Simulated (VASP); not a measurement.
## ZrB: relaxation of the atoms with PBE

ZrB:

```
Zr B
1.0
     0.00000    2.45632    2.45632
     2.45632    0.00000    2.45632
     2.45632    2.45632    0.00000
Zr B
1 1
Direct
  0.50000 0.50000 0.50000
  0.00000 0.00000 0.00000
```

- Program: VASP 6.6.1
- Task: relaxation of the atoms
- Functional: PBE
- Potentials or basis: VASP PAW PBE potentials, release 64 (Zr_sv, B)
- Cutoff: 450 eV
- k mesh: 6 × 6 × 6
- Occupations: fermi-dirac, width 0.1 eV
- Spin: no spin polarisation
- Dipole correction: no
- Further INCAR settings: ALGO = Normal; EDIFF = 1e-07; IBRION = 2; EDIFFG = -0.005; NSW = 80

```
Pressure after relaxing : -0.5 GPa
Band gap on the k mesh  : zero (an odd number of electrons rules out a gap without spin polarisation)
```

Final structure:
```yaml
crystal:
  lattice:
    - [0.00000, 2.45632, 2.45632]
    - [2.45632, 0.00000, 2.45632]
    - [2.45632, 2.45632, 0.00000]
  atoms:
    - { symbol: Zr, position: [0.50000, 0.50000, 0.50000] }
    - { symbol: B, position: [0.00000, 0.00000, 0.00000] }
```

Levels at points of the mesh, in eV from the Fermi level:
```csv
k point,band 5,band 6,band 7,band 8,band 9,band 10,band 11
"(0.00, 0.00, 0.00)",-7.94,1.82,1.82,1.82,3.20,3.20,3.50
"(0.50, 0.00, 0.00)",-4.11,-3.70,-1.06,-1.06,4.86,4.86,6.12
"(0.50, 0.50, 0.00)",-6.00,-0.72,-0.68,2.12,2.12,4.60,5.76
```

It took 2.6 s on 1 thread of Intel(R) Xeon(R) 6975P-C (Granite Rapids) (shared host), peak memory 0.13 GiB.

Caveat: the k points lie up to 0.37 Å⁻¹ apart, too coarse for converged energies and pressures of a metal; the relaxation stopped at its first step, so nothing moved.
